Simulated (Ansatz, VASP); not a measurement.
**BP3 in VASP and in Ansatz**

The input INCAR:

```
ALGO     = Normal         # electronic algorithm
EDIFF    = 1E-6           # SCF threshold, eV
EDIFFG   = -0.04          # ionic threshold
ENCUT    = 600            # plane-wave cutoff, eV
GGA      = PE             # functional
IBRION   = 2              # ionic algorithm
ISIF     = 3              # what is computed and relaxed
ISMEAR   = 0              # smearing method
LASPH    = T              # aspherical terms in the spheres
LCHARG   = F              # write CHGCAR
LREAL    = F              # projectors in reciprocal space
LWAVE    = F              # write WAVECAR
NELM     = 60             # most SCF steps
NSW      = 90             # ionic steps
PREC     = Accurate       # precision mode
SIGMA    = 0.1            # smearing width, eV
```

Contents of KPOINTS:

```
k-points
0
Gamma
  6 6 6
```

Contents of POSCAR:

```
BP3
1.0
   -1.8698679027      1.8698679027      4.1768477826
    1.8698679027     -1.8698679027      4.1768477826
    1.8698679027      1.8698679027     -4.1768477826
B P
1 3
Direct
    0.0000000000      0.0000000000      0.0000000000
    0.5000000000      0.5000000000      0.0000000000
    0.2500000000      0.7500000000      0.5000000000
    0.7500000000      0.2500000000      0.5000000000
```

Input for Ansatz:

```yaml
crystal:
  lattice:
    - [-1.8698679027, 1.8698679027, 4.1768477826]
    - [1.8698679027, -1.8698679027, 4.1768477826]
    - [1.8698679027, 1.8698679027, -4.1768477826]
  atoms:
    - { symbol: B, position: [0.0, 0.0, 0.0] }
    - { symbol: P, position: [0.5, 0.5, 0.0] }
    - { symbol: P, position: [0.25, 0.75, 0.5] }
    - { symbol: P, position: [0.75, 0.25, 0.5] }
basis:
  ecutwfc: 420
kpoints:
  mp_grid: { grid: [6, 6, 6] }
hamiltonian:
  xc: pbe
scf:
  occupations: { method: gaussian, width: 0.1 }
  lower_state_search: "off"
output:
  forces: true
  stress: true
  eigenvalues: true
relax:
  adjacent_minimum: "off"
  f_tol: 0.04
  max_steps: 70
  cell: { stress_tol: 0.4 }
```

Alike in both runs: task relaxation of cell and atoms; functional PBE; k mesh 6 × 6 × 6; occupations gaussian, width 0.1 eV; no spin polarisation.

|  | VASP | Ansatz |
| --- | --- | --- |
| version | VASP 6.6.1 | Ansatz 0.2.0 |
| potentials or method | VASP PAW PBE potentials, release 64 (B, P), cutoff 600 eV | scalar-relativistic, plane waves, PAW |
| valence electrons in the cell | 18 | 18 |

|  | VASP | Ansatz | Ansatz less VASP |
| --- | --- | --- | --- |
| gap on the k mesh at the Fermi level, each at its own relaxed structure (eV) | none | none | - |
| relaxed volume (Å³/atom) | 13.43 | 13.39 | -0.042 |
| relaxed cell length with the largest relative difference (Å) | 5.870 | 5.853 | -0.0172 |

A gap of «none» marks a metal or a gap that the smearing closes.

The k mesh is coarse, so the values compare programs but aren't converged.
